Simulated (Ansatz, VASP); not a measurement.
**CaSe: VASP beside Ansatz**

Contents of INCAR:

```
PREC = Accurate ; ENCUT = 520
EDIFF = 1E-7 ; ISMEAR = 0
SIGMA = 0.02 ; LREAL = False
LASPH = True ; NELM = 60
ALGO = Normal ; ISIF = 2
LWAVE = False ; LCHARG = False
GGA = PS ; NBANDS = 15
```

The input KPOINTS:

```
regular mesh
0
Gamma
  8 8 8
```

POSCAR

```
CaSe
1.0
    0.0591200000      3.0418718000      3.0418718000
    3.0418718000      0.0591200000      3.0418718000
    3.0418718000      3.0418718000      0.0591200000
Ca Se
1 1
Direct
    0.0000000000      0.0000000000      0.0000000000
    0.5000000000      0.5000000000      0.5000000000
```

Input for Ansatz:

```yaml
crystal:
  lattice:
    - [0.05912, 3.0418718, 3.0418718]
    - [3.0418718, 0.05912, 3.0418718]
    - [3.0418718, 3.0418718, 0.05912]
  atoms:
    - { symbol: Ca, position: [0.0, 0.0, 0.0] }
    - { symbol: Se, position: [0.5, 0.5, 0.5] }
basis:
  ecutwfc: 420
kpoints:
  mp_grid: { grid: [8, 8, 8] }
hamiltonian:
  xc: pbesol
scf:
  occupations: { method: gaussian, width: 0.02 }
output:
  forces: true
  stress: true
  eigenvalues: true
  write_density: true
  write_potential: true
  elf: true
  volumetric_format: npy
```

Alike in both runs: task single point; functional PBEsol; k mesh 8 × 8 × 8; occupations gaussian, width 0.02 eV; no spin polarisation.

```csv
,VASP,Ansatz
version,VASP 6.6.1,Ansatz 0.2.0
potentials or method,"VASP PAW PBE potentials, release 64 (Ca_sv, Se), cutoff 520 eV","scalar-relativistic, plane waves, PAW"
valence electrons in the cell,16,26
```

|  | VASP | Ansatz | Ansatz less VASP |
| --- | --- | --- | --- |
| gap on the k mesh at the Fermi level (eV) | 1.99 | 2.00 | +0.011 |
| least direct gap on the mesh (eV) | 2.82 | 2.82 | +0.002 |
| pressure (GPa) | -3.3 | -3.5 | -0.15 |
| traceless stress, the component that is largest in VASP (GPa) | -0.54 | -0.54 | -0.002 |

VASP's potentials were made for PBE, not for PBEsol. VASP's potentials hold 16 valence electrons a cell and Ansatz's 26, so a difference there can come from the potentials and not from the codes.
